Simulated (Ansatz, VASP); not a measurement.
# Two plane-wave programs on GaSb

```
CELL_PARAMETERS angstrom
0.00000 2.67228 4.00842
2.67228 0.00000 4.00842
2.67228 2.67228 0.00000
ATOMIC_POSITIONS crystal
Ga 0.00000 0.00000 0.00000
Sb 0.75000 0.75000 0.75000
```

Alike in both runs: task single point; functional PBEsol; k mesh 16 × 16 × 16; occupations gaussian, width 0.15 eV; no spin polarisation.

```csv
,VASP,Ansatz
version,VASP 6.6.1,Ansatz 0.2.0
potentials or method,"VASP PAW PBE potentials, release 64 (Ga_d, Sb), cutoff 520 eV","scalar-relativistic, plane waves, PAW"
valence electrons in the cell,18,28
```

```csv
,VASP,Ansatz,Ansatz less VASP
gap on the k mesh at the Fermi level (eV),none,none,-
pressure (GPa),-0.7,-0.8,-0.02
"traceless stress, the component that is largest in VASP (GPa)",-5.03,-5.09,-0.055
```

VASP's potentials were made for PBE, not for PBEsol. A gap of «none» marks a metal or a gap that the smearing closes. VASP's potentials hold 18 valence electrons a cell and Ansatz's 28, so a difference there can come from the potentials and not from the codes.

Spin-orbit coupling is off throughout.
